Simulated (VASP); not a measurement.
MoC15, 16 atoms in the cell. It takes space group F-43m (No. 216, cubic). The conventional cell has a = 7.134 Å, b = 7.134 Å, c = 7.134 Å, α = 90.00°, β = 90.00°, γ = 90.00°. Mo (site symmetry -43m) has 4 C at 1.77 Å within 2.4 Å. Within 2.0 Å of C (site symmetry 2mm) lie 4 C at 1.48 to 1.55 Å. C (site symmetry -43m) has 4 C at 1.54 Å within 2.0 Å. C (site symmetry 3m) has 3 C at 1.48 Å and 1 Mo at 1.77 Å within 2.0 Å. Within 2.0 Å of C (site symmetry 3m) lie 4 C at 1.54 to 1.55 Å. 

| Property | Result |
| --- | --- |
| Program | VASP 6.6.1 |
| Task | single point |
| Functional | PBEsol |
| Potentials or basis | VASP PAW PBE potentials, release 64 (Mo_sv, C) |
| Cutoff | 600 eV |
| k mesh | 4 × 4 × 4 |
| Occupations | gaussian, width 0.05 eV |
| Spin | collinear spin |
| Starting moments | [0.45, 0.02, 0.02, 0.02, 0.02, 0.02, 0.02, 0.0, 0.0, 0.0, 0.0, 0.0, 0.0, 0.0, 0.0, 0.0] μB |
| Hubbard terms | Mo d U = 2.0 eV |
| Dipole correction | no |
| Further INCAR settings | ALGO = Normal; EDIFF = 1e-06; NBANDS = 55 |

Potentials or basis: VASP PAW PBE potentials, release 64 (Mo_sv, C).

Launch:

```sh
$ cat potpaw_PBE.64/Mo_sv/POTCAR potpaw_PBE.64/C/POTCAR > POTCAR
$ mpirun -np 1 vasp_std > vasp.out
```

Hardware: 1 thread of Intel Xeon 8259CL (shared host).

How long does it take, and how much memory?

Run time: 4 min on 1 thread of Intel Xeon 8259CL, with other jobs on the host, peak memory 0.32 GiB. Counts: scf iterations 15, k points 8.
